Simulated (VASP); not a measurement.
Si3TeW: single point with PBE

The system is Si3TeW.

```
Si Te W
1.0
     4.56404    0.00000    0.00000
     0.00000    4.56404    0.00000
     0.00000    0.00000    4.56404
Si Te W
3 1 1
Direct
  0.50000 0.00000 0.00000
  0.00000 0.50000 0.00000
  0.00000 0.00000 0.50000
  0.00000 0.00000 0.00000
  0.50000 0.50000 0.50000
```

```
Program             : VASP 6.6.1
Task                : single point
Functional          : PBE
Potentials or basis : VASP PAW PBE potentials, release 64 (Si, Te, W_sv)
Cutoff              : 520 eV
k mesh              : 4 × 4 × 4
Occupations         : gaussian, width 0.1 eV
Spin                : no spin polarisation
```

```json
{
  "Pressure": "23.3 GPa",
  "Band gap on the k mesh": "zero (band 16 reaches 9.06 eV, above the bottom of band 17 at 8.30 eV)"
}
```

Levels at points of the mesh, in eV from the Fermi level:
| k point | band 14 | band 15 | band 16 | band 17 | band 18 | band 19 |
| --- | --- | --- | --- | --- | --- | --- |
| (0.00, 0.00, 0.00) | -0.56 | -0.02 | -0.02 | 0.65 | 0.65 | 0.65 |
| (0.50, 0.00, 0.00) | -1.59 | -1.02 | -1.02 | -0.34 | -0.28 | 1.96 |
| (0.50, 0.50, 0.00) | -0.72 | -0.10 | 0.20 | 0.32 | 1.06 | 1.80 |
| (0.50, 0.50, 0.50) | -0.16 | -0.16 | 0.41 | 0.41 | 1.24 | 1.24 |

Run time: 36 s on 1 thread of Intel Xeon 6975P-C, with other jobs on the host, peak memory 0.21 GiB.

Caveat: spin-orbit coupling is left out, which moves the levels of the heavy elements.
